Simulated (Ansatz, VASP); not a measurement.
## One calculation of ReHg2Sb2, two programs

```
Re Hg Sb
1.0
     3.68316    0.00000    0.00000
     0.00000    3.68316    0.00000
     0.00000    0.00000    9.52651
Re Hg Sb
1 2 2
Direct
  0.00000 0.00000 0.00000
  0.00000 0.50000 0.50000
  0.50000 0.00000 0.50000
  0.50000 0.50000 0.15730
  0.50000 0.50000 0.84270
```

Change from the starting cell: species swapped into the CeMg2Si2 type (P4/mmm, No. 123).

Alike in both runs: task relaxation of cell and atoms; functional PBE; k mesh 6 × 6 × 2; occupations gaussian, width 0.1 eV; no spin polarisation.

```csv
,VASP,Ansatz
version,VASP 6.6.1,Ansatz 0.2.0
potentials or method,"VASP PAW PBE potentials, release 64 (Re, Hg, Sb), cutoff 600 eV","scalar-relativistic, plane waves, PAW"
valence electrons in the cell,41,85
```

|  | VASP | Ansatz | Ansatz less VASP |
| --- | --- | --- | --- |
| gap on the k mesh at the Fermi level, each at its own relaxed structure (eV) | none | none | - |
| relaxed volume (Å³/atom) | 26.52 | 26.52 | -0.008 |
| relaxed length of the cell vector where the two differ most in proportion (Å) | 9.797 | 9.917 | +0.1200 |

A gap of «none» marks a metal or a gap that the smearing closes. VASP's potentials hold 41 valence electrons a cell and Ansatz's 85, so a difference there can come from the potentials and not from the codes.

Spin-orbit coupling is off throughout.
